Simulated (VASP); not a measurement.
Input of a VASP 6.6.1 run:

File INCAR:

```
PREC = Accurate
ENCUT = 520
EDIFF = 1E-6
ISMEAR = -1
SIGMA = 0.05
LREAL = False
LASPH = True
NELM = 60
ALGO = Normal
ISIF = 2
LWAVE = False
LCHARG = False
GGA = RE
NBANDS = 14
```

File KPOINTS:

```
Automatic mesh
0
Gamma
  11 11 6
```

The input POSCAR:

```
Re
1.0
    2.7044413289      0.0000000000      0.0000000000
   -1.3522206645      2.3421148939      0.0000000000
    0.0000000000      0.0000000000      4.3671907899
Re
2
Direct
    0.6666666667      0.3333333333      0.7500000000
    0.3333333333      0.6666666667      0.2500000000
```

Potentials or basis: VASP PAW PBE potentials, release 64 (Re).

Launch:

```bash
$ cat potpaw_PBE.64/Re/POTCAR > POTCAR
$ mpirun -np 1 vasp_std > vasp.out
```

Task: Estimate the band gap on the k mesh.

Result: Zero (band 7 reaches 10.27 eV, above the bottom of band 8 at 6.84 eV).

Task: What does it give for the pressure?

Result: 36.6 GPa.

Stress tensor (GPa, compression positive):
```
36.44  0.00  0.00
 0.00 36.44  0.00
 0.00  0.00 36.87
```

Caveat: the PAW data sets were made with another functional, which shifts forces and pressure a little; spin-orbit coupling is left out, which moves the levels of the heavy elements.
